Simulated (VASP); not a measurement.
# Rb: single point with PBEsol

Rb:

```
CELL_PARAMETERS angstrom
-2.78369 2.78369 2.78369
2.78369 -2.78369 2.78369
2.78369 2.78369 -2.78369
ATOMIC_POSITIONS crystal
Rb 0.00000 0.00000 0.00000
```

This cell differs from its parent crystal: volume scaled by 0.98.

| Quantity | Value |
| --- | --- |
| Program | VASP 6.6.1 |
| Task | single point |
| Functional | PBEsol |
| Potentials or basis | VASP PAW PBE potentials, release 64 (Rb_sv) |
| Cutoff | 520 eV |
| k mesh | 7 × 7 × 7 |
| Occupations | fermi-dirac, width 0.05 eV |
| Spin | no spin polarisation |

```yaml
Pressure: 0.0 GPa
```

Levels at points of the mesh, in eV from the Fermi level:
```tsv
k point	band 3	band 4	band 5	band 6	band 7	band 8
(0.00, 0.00, 0.00)	-12.86	-12.86	-2.04	3.74	3.74	3.74
```

It took 5.8 s on 1 thread of Intel(R) Xeon(R) 6975P-C (Granite Rapids) (shared host), peak memory 0.19 GiB.

Caveat: the PAW data sets were made with another functional, which shifts forces and pressure a little.
